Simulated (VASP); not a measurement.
A run of VASP 6.6.1 is set up as follows.

Contents of INCAR:

```
PREC = Accurate
ENCUT = 500
EDIFF = 1E-6
ISMEAR = 0
SIGMA = 0.1
LREAL = F
LASPH = T
NELM = 200
ALGO = Normal
ISIF = 2
LWAVE = F
LCHARG = T
GGA = PE
LELF = T
LVHAR = T
NBANDS = 33
GGA_COMPAT = F
LMAXMIX = 6
```

KPOINTS

```
Automatic mesh
0
Gamma
  9 9 9
  0.5 0.5 0.5
```

File POSCAR:

```
K3TbTe2
1.0
    3.0769351843      1.7764693569      6.4407047723
   -3.0769351843      1.7764693569      6.4407047723
    0.0000000000     -3.5529387138      6.4407047723
K Tb Te
3 1 2
Direct
    0.0000000000      0.5000000000      0.5000000000
    0.5000000000      0.0000000000      0.5000000000
    0.5000000000      0.5000000000      0.0000000000
    0.5000000000      0.5000000000      0.5000000000
    0.8829746761      0.8829746761      0.8829746761
    0.1170253239      0.1170253239      0.1170253239
```

Potentials or basis: VASP PAW PBE potentials, release 64 (K_sv, Tb_3, Te), 4f in core.

Command:

```sh
$ cat potpaw_PBE.64/K_sv/POTCAR potpaw_PBE.64/Tb_3/POTCAR potpaw_PBE.64/Te/POTCAR > POTCAR
$ mpirun -np 1 vasp_std > vasp.out
```

Task: What does it give for the band gap on the k mesh?

Result: Zero (bands 24 and 25 overlap by 0.09 eV).

Task: Estimate the largest force.

Result: 0.004 eV/Å.

Task: What does it give for the pressure?

Result: 0.0 GPa.

Forces on the atoms (eV/Å):
```
K    0.000  0.000  0.000
K    0.000  0.000  0.000
K    0.000  0.000  0.000
Tb   0.000  0.000  0.000
Te   0.000  0.000 -0.004
Te   0.000  0.000  0.004
```

Caveat: spin-orbit coupling is left out, which moves the levels of the heavy elements; the 4f electrons are frozen in the core, so they carry no moment and show no levels. Spin polarisation is off, so any magnetic state and its effect on volume and gap are missing.
